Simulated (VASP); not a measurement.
# Be2Al (P4_2/mmc) in VASP: further runs

The runs below take Be2Al through single point, relaxation of cell and atoms, with PBE.

All numbers are computed with VASP 6.6.1; they aren't measurements. Logs are shortened: lines on timing, memory, paths and dates and some standing lists are left out, and cuts for length are marked.

### 1 The cell of the first run

The structure is tetragonal, space group P4_2/mmc (No. 131). The conventional cell has a = 4.242 Å, b = 4.242 Å, c = 4.846 Å, α = 90.00°, β = 90.00°, γ = 90.00°. Be (site symmetry m2m) has 6 Be at 2.08 to 2.83 Å and 2 Al at 2.38 Å within 2.9 Å. Within 3.1 Å of Al (site symmetry mmm) lie 4 Be at 2.38 Å and 2 Al at 2.42 Å.

The cell was generated, and may not be a known phase.

### 2 Single point, PBE

INCAR

```
ALGO = Fast
EDIFF = 1E-6
ENCUT = 520
GGA = PE
ISIF = 2
ISMEAR = 0
LASPH = T
LCHARG = F
LREAL = F
LWAVE = F
NBANDS = 16
NELM = 80
PREC = Accurate
SIGMA = 0.1
```

KPOINTS

```
k-points
0
Gamma
  4 4 4
```

POSCAR

```
Be2Al
1.0
    4.2417035870      0.0000000000      0.0000000000
    0.0000000000      4.2417035870      0.0000000000
    0.0000000000      0.0000000000      4.8464793514
Be Al
4 2
Direct
   -0.0000173442      0.2451453128      0.0000000000
    1.0000173442      0.7548546872      0.0000000000
    0.7548546872     -0.0000173442      0.5000000000
    0.2451453128      1.0000173442      0.5000000000
    0.5000000000      0.5000000000      0.0000000000
    0.5000000000      0.5000000000      0.5000000000
```

Potentials or basis: VASP PAW PBE potentials, release 64 (Be, Al).

On the command line:

```console
$ cat potpaw_PBE.64/Be/POTCAR potpaw_PBE.64/Al/POTCAR > POTCAR
$ mpirun -np 1 vasp_std > vasp.out
```

OUTCAR:

```text
EDIFF = 1E-6
   ENCUT = 520
   GGA = PE
   ISIF = 2
   ISMEAR = 0
   LASPH = T
   LREAL = F
   NELM = 80
   PREC = Accurate

 ion  position               nearest neighbor table
   1  1.000  0.245  0.000-   2 2.08   2 2.16   5 2.38   5 2.38
   2  0.000  0.755  0.000-   1 2.08   1 2.16   5 2.38   5 2.38
   3  0.755  1.000  0.500-   4 2.08   4 2.16   6 2.38   6 2.38
   4  0.245  0.000  0.500-   3 2.08   3 2.16   6 2.38   6 2.38
   5  0.500  0.500  0.000-   1 2.38   2 2.38   2 2.38   1 2.38   6 2.42   6 2.42
   6  0.500  0.500  0.500-   3 2.38   4 2.38   4 2.38   3 2.38   5 2.42   5 2.42

  LATTYP: Found a simple tetragonal cell.
 ALAT       =     4.2417035870
 C/A-ratio  =     1.1425785070

  Lattice vectors:

 A1 = (   4.2417035870,   0.0000000000,   0.0000000000)
 A2 = (   0.0000000000,   4.2417035870,   0.0000000000)
 A3 = (   0.0000000000,   0.0000000000,   4.8464793514)

Analysis of symmetry for initial positions (statically):
=====================================================================
 Subroutine PRICEL returns:
 Original cell was already a primitive cell.

 Routine SETGRP: Setting up the symmetry group for a
 simple tetragonal supercell.

 Subroutine GETGRP returns: Found  8 space group operations
 (whereof  4 operations were pure point group operations)
 out of a pool of 16 trial point group operations.

The static configuration has the point symmetry C_2h.
 The point group associated with its full space group is C_4h.

Analysis of symmetry for dynamics (positions and initial velocities):
=====================================================================
 Subroutine PRICEL returns:
 Original cell was already a primitive cell.

 Routine SETGRP: Setting up the symmetry group for a
 simple tetragonal supercell.

 Subroutine GETGRP returns: Found  8 space group operations
 (whereof  4 operations were pure point group operations)
 out of a pool of 16 trial point group operations.

The dynamic configuration has the point symmetry C_2h.
 The point group associated with its full space group is C_4h.

 Subroutine INISYM returns: Found  8 space group operations
 (whereof  4 operations are pure point group operations),
 and found     1 'primitive' translations

----------------------------------------------------------------------------------------

                                     Primitive cell

  volume of cell :      87.1981

  direct lattice vectors                    reciprocal lattice vectors
     4.241703587  0.000000000  0.000000000     0.235754333  0.000000000  0.000000000
     0.000000000  4.241703587  0.000000000     0.000000000  0.235754333  0.000000000
     0.000000000  0.000000000  4.846479351     0.000000000  0.000000000  0.206335347

  length of vectors
     4.241703587  4.241703587  4.846479351     0.235754333  0.235754333  0.206335347

  position of ions in fractional coordinates (direct lattice)
     0.999982656  0.245145313  0.000000000
     0.000017344  0.754854687  0.000000000
     0.754854687  0.999982656  0.500000000
     0.245145313  0.000017344  0.500000000
     0.500000000  0.500000000  0.000000000
     0.500000000  0.500000000  0.500000000

  ion indices of the primitive-cell ions
   primitive index   ion index
                 1           1
                 2           2
                 3           3
                 4           4
                 5           5
                 6           6

----------------------------------------------------------------------------------------

 KPOINTS: k-points

Automatic generation of k-mesh.
 Grid dimensions read from file:
 generate k-points for:    4    4    4

 Generating k-lattice:

  Cartesian coordinates                     Fractional coordinates (reciprocal lattice)
     0.058938583  0.000000000  0.000000000     0.250000000  0.000000000  0.000000000
     0.000000000  0.058938583  0.000000000     0.000000000  0.250000000  0.000000000
     0.000000000  0.000000000  0.051583837     0.000000000  0.000000000  0.250000000

  Length of vectors
     0.058938583  0.058938583  0.051583837

  Shift w.r.t. Gamma in fractional coordinates (k-lattice)
     0.000000000  0.000000000  0.000000000

 Subroutine IBZKPT returns following result:
 ===========================================

 Found     18 irreducible k-points:

 Following reciprocal coordinates:
            Coordinates               Weight
  0.000000  0.000000  0.000000      1.000000
  0.250000  0.000000  0.000000      4.000000
  0.500000  0.000000  0.000000      2.000000
  0.250000  0.250000  0.000000      4.000000
  0.500000  0.250000  0.000000      4.000000
  0.500000  0.500000  0.000000      1.000000
[... 10 lines left out ...]
  0.500000  0.250000  0.500000      4.000000
  0.500000  0.500000  0.500000      1.000000
   k-points           NKPTS =     18   k-points in BZ     NKDIM =     18   number of bands    NBANDS=     16
   number of dos      NEDOS =    301   number of ions     NIONS =      6
   total plane-waves  NPLWV =  36864
   dimension x,y,z NGX =    32 NGY =   32 NGZ =   36
   dimension x,y,z NGXF=    64 NGYF=   64 NGZF=   72
   ions per type =               4   2
   NGX,Y,Z   is equivalent  to a cutoff of  12.54, 12.54, 12.35 a.u.
   NGXF,Y,Z  is equivalent  to a cutoff of  25.08, 25.08, 24.70 a.u.
 SYSTEM =  unknown system
   PREC   = accura    normal or accurate (medium, high low for compatibility)
   ISTART =      0    job   : 0-new  1-cont  2-samecut
   ICHARG =      2    charge: 1-file 2-atom 10-const
   ISPIN  =      1    spin polarized calculation?
   LNONCOLLINEAR =      F non collinear calculations
   LSORBIT =      F    spin-orbit coupling
   LASPH  =      T    aspherical Exc in radial PAW
   ENCUT  =  520.0 eV  38.22 Ry    6.18 a.u.   7.89  7.89  9.01*2*pi/ulx,y,z
   NELM   =     80;   NELMIN=  2; NELMDL= -5     # of ELM steps
   EDIFF  = 0.1E-05   stopping-criterion for ELM
   LREAL  =      F    real-space projection
   EDIFFG = 0.1E-04   stopping-criterion for IOM
   NSW    =      0    number of steps for IOM
   IBRION =     -1    ionic relax: 0-MD 1-quasi-New 2-CG
   NFREE  =      0    steps in history (QN), initial steepest desc. (CG)
   ISIF   =      2    stress and relaxation
   ISYM   =      2    0-nonsym 1-usesym 2-fastsym
   POTIM  = 0.5000    time-step for ionic-motion
   TEBEG  =    0.0;   TEEND  =   0.0 temperature during run
   PSTRESS=    0.0 pullay stress
   NELECT =      14.0000    total number of electrons
   NUPDOWN=      -1.0000    fix difference up-down
   EMIN   =  10.00;   EMAX   =-10.00  energy-range for DOS
   EFERMI =   0.00;   METHOD = LEGACY
   ISMEAR =     0;   SIGMA  =   0.10  broadening in eV -4-tet -1-fermi 0-gaus
   EFERMI_NEDOS =   21; number of points for ismear=-14 and -15
   IALGO  =     68    algorithm
   IMIX   =      4    mixing-type and parameters
     AMIX     =   0.40;   BMIX     =  1.00
     AMIX_MAG =   1.60;   BMIX_MAG =  1.00
  volume/ion in A,a.u.               =      14.53        98.07
  Fermi-wavevector in a.u.,A,eV,Ry     =   0.889778  1.681437 10.771808  0.791706
  Thomas-Fermi vector in A             =   2.011383
   LORBIT       =      0    0 simple, 1 ext, 2 COOP (PROOUT), +10 PAW based schemes
   GGA     = PE    functional components
   LHFCALC =     F    Hartree Fock is set to
   AEXX    =    0.0000 exact exchange contribution
   IVDW    =     0    specifies the selected vdW correction
   LEPSILON=     F    determine dielectric tensor
   LRPA    =     F    only Hartree local field effects (RPA)
 non-spin polarized calculation
 RMM-DIIS sequential band-by-band and
 Gauss-broadening in eV      SIGMA  =   0.10
  energy-cutoff  :      520.00
  volume of cell :       87.20
 maximum number of plane-waves:      2376
 NGX is ok and might be reduce to    32
   NGX = 15   NGY = 15   NGZ = 19

 number of electron      14.0000000 magnetization

 Free energy of the ion-electron system (eV)
  ---------------------------------------------------
  ext. energy  EPLUGINS =         0.00000000
  ---------------------------------------------------
  free energy    TOTEN  =       -17.99299736 eV

  energy without entropy =      -17.97414439  energy(sigma->0) =      -17.98357088

 E-fermi :   4.4897     XC(G=0):  -9.2822

 val. band max:        4.4631878559   @ k =   0.5000   0.2500   0.2500
 cond. band min:       4.5008760140   @ k =   0.0000   0.0000   0.2500
 fundamental gap:      0.0376881581
 Fermi energy:         4.4896690473

 k-point     1 :       0.0000    0.0000    0.0000
  band No.  band energies     occupation
      1      -4.8364      2.00000
      2       0.6206      2.00000
      3       0.6960      2.00000
      4       1.8170      2.00000
      5       2.1105      2.00000
      6       2.1105      2.00000
[... 8 lines left out ...]
     15       8.8143      0.00000
     16       9.9480      0.00000

 k-point     2 :       0.2500    0.0000    0.0000
  band No.  band energies     occupation
      1      -4.4379      2.00000
      2      -0.6184      2.00000
      3       1.0816      2.00000
      4       1.1989      2.00000
      5       2.4705      2.00000
      6       2.8258      2.00000
[... 8 lines left out ...]
     15       9.7444      0.00000
     16      11.0196      0.00000

 k-point     3 :       0.5000    0.0000    0.0000
  band No.  band energies     occupation
      1      -3.7108      2.00000
      2      -2.1282      2.00000
      3       1.8614      2.00000
      4       2.1048      2.00000
      5       2.4510      2.00000
      6       3.0095      2.00000
[... 8 lines left out ...]
     15      10.6679      0.00000
     16      11.0863      0.00000

 k-point     4 :       0.2500    0.2500    0.0000
  band No.  band energies     occupation
      1      -4.0373      2.00000
      2      -0.3644      2.00000
      3      -0.0768      2.00000
      4       1.5307      2.00000
      5       2.0336      2.00000
      6       2.6087      2.00000
[... 8 lines left out ...]
     15       9.6265      0.00000
     16      11.8701      0.00000

 k-point     5 :       0.5000    0.2500    0.0000
  band No.  band energies     occupation
      1      -3.3063      2.00000
      2      -1.7325      2.00000
      3       0.6995      2.00000
      4       1.2697      2.00000
      5       2.4745      2.00000
      6       2.6615      2.00000
[... 8 lines left out ...]
     15      11.8604      0.00000
     16      12.1230      0.00000

 k-point     6 :       0.5000    0.5000    0.0000
  band No.  band energies     occupation
      1      -2.5974      2.00000
      2      -0.7796      2.00000
      3      -0.7796      2.00000
      4      -0.2870      2.00000
      5       3.0557      2.00000
      6       3.4849      2.00000
[... 8 lines left out ...]
     15      13.8706      0.00000
     16      13.8804      0.00000
[... 153 lines left out ...]
 k-point    15 :       0.5000    0.0000    0.5000
  band No.  band energies     occupation
      1      -2.3988      2.00000
      2      -2.0392      2.00000
      3      -1.0856      2.00000
      4      -0.4739      2.00000
      5       3.3499      2.00000
      6       3.8003      2.00000
[... 8 lines left out ...]
     15      10.4291      0.00000
     16      11.1040      0.00000

 k-point    16 :       0.2500    0.2500    0.5000
  band No.  band energies     occupation
      1      -2.5926      2.00000
      2      -2.5926      2.00000
      3       0.9261      2.00000
      4       0.9261      2.00000
      5       1.4244      2.00000
      6       1.4244      2.00000
[... 8 lines left out ...]
     15      11.1916      0.00000
     16      11.1921      0.00000

 k-point    17 :       0.5000    0.2500    0.5000
  band No.  band energies     occupation
      1      -1.9723      2.00000
      2      -1.6600      2.00000
      3      -0.7324      2.00000
      4      -0.0409      2.00000
      5       1.6586      2.00000
      6       2.2204      2.00000
[... 8 lines left out ...]
     15      10.6580      0.00000
     16      11.9437      0.00000

 k-point    18 :       0.5000    0.5000    0.5000
  band No.  band energies     occupation
      1      -1.0735      2.00000
      2      -1.0735      2.00000
      3      -0.0449      2.00000
      4      -0.0449      2.00000
      5       0.9968      2.00000
      6       0.9968      2.00000
[... 8 lines left out ...]
     15      12.5100      0.00000
     16      12.5109      0.00000

------------------------ aborting loop because EDIFF is reached ----------------------------------------

  FORCE on cell =-STRESS in cart. coord.  units (eV):
  Direction    XX          YY          ZZ          XY          YZ          ZX
  --------------------------------------------------------------------------------------
  -------------------------------------------------------------------------------------
  Total       -0.0507618     -0.0507618     -0.2126441     -0.0000000      0.0000000      0.0000000
  in kB       -0.9326974     -0.9326974     -3.9071221     -0.0000000      0.0000000      0.0000000
  external PRESSURE =      -1.9241723 kB  Pullay stress =       0.0000000 kB

 VOLUME and BASIS-vectors are now :
 -----------------------------------------------------------------------------
  energy-cutoff  :      520.00
  volume of cell :       87.20
      direct lattice vectors                 reciprocal lattice vectors
     4.241703587  0.000000000  0.000000000     0.235754333  0.000000000  0.000000000
     0.000000000  4.241703587  0.000000000     0.000000000  0.235754333  0.000000000
     0.000000000  0.000000000  4.846479351     0.000000000  0.000000000  0.206335347

 POSITION                                       TOTAL-FORCE (eV/Angst)
 -----------------------------------------------------------------------------------
      4.24163      1.03983      0.00000         0.000412     -0.006999      0.000000
      0.00007      3.20187      0.00000        -0.000412      0.006999      0.000000
      3.20187      4.24163      2.42324         0.006999      0.000412      0.000000
      1.03983      0.00007      2.42324        -0.006999     -0.000412     -0.000000
      2.12085      2.12085      0.00000         0.000000     -0.000000      0.000000
      2.12085      2.12085      2.42324         0.000000     -0.000000      0.000000
 -----------------------------------------------------------------------------------
    total drift:                               -0.000000     -0.000000     -0.000000

  FREE ENERGIE OF THE ION-ELECTRON SYSTEM (eV)
  ---------------------------------------------------
  free  energy   TOTEN  =       -17.9929973616 eV

  energy  without entropy=      -17.9741443915  energy(sigma->0) =      -17.98357088
```

Run time: 8.6 s. Hardware: 1 thread of Intel Xeon 6975P-C (Granite Rapids), shared host; peak memory 0.17 GiB.

What came out:

- Free energy: -17.9930 eV
- Pressure: -0.2 GPa
- Largest force: 0.007 eV/Å
- Band gap on the k mesh: zero (bands 7 and 8 overlap by 3.80 eV)

Forces on the atoms (eV/Å):
```
Be   0.000 -0.007  0.000
Be   0.000  0.007  0.000
Be   0.007  0.000  0.000
Be  -0.007  0.000  0.000
Al   0.000  0.000  0.000
Al   0.000  0.000  0.000
```

Levels at points of the mesh, in eV from the Fermi level:
| k point | band 4 | band 5 | band 6 | band 7 | band 8 | band 9 | band 10 | band 11 |
| --- | --- | --- | --- | --- | --- | --- | --- | --- |
| (0.00, 0.00, 0.00) | -2.67 | -2.38 | -2.38 | -0.71 | 1.85 | 2.17 | 3.10 | 3.10 |
| (0.50, 0.00, 0.00) | -2.38 | -2.04 | -1.48 | -1.45 | -0.13 | 0.81 | 1.20 | 3.29 |
| (0.50, 0.50, 0.00) | -4.78 | -1.43 | -1.00 | 0.06 | 0.06 | 0.06 | 0.68 | 1.08 |
| (0.00, 0.00, 0.50) | -1.82 | -1.81 | -1.81 | 0.48 | 0.48 | 0.49 | 0.49 | 3.92 |
| (0.50, 0.00, 0.50) | -4.96 | -1.14 | -0.69 | 0.92 | 0.95 | 1.26 | 2.63 | 2.87 |
| (0.50, 0.50, 0.50) | -4.53 | -3.49 | -3.49 | -2.88 | -2.88 | 4.60 | 4.60 | 5.95 |

Caveat: the k points lie up to 0.37 Å⁻¹ apart, too coarse for converged energies and pressures of a metal.

(Continued in part 2 of 2.)

The gap in the log of VASP goes by the Fermi energy; the results here count the filled bands.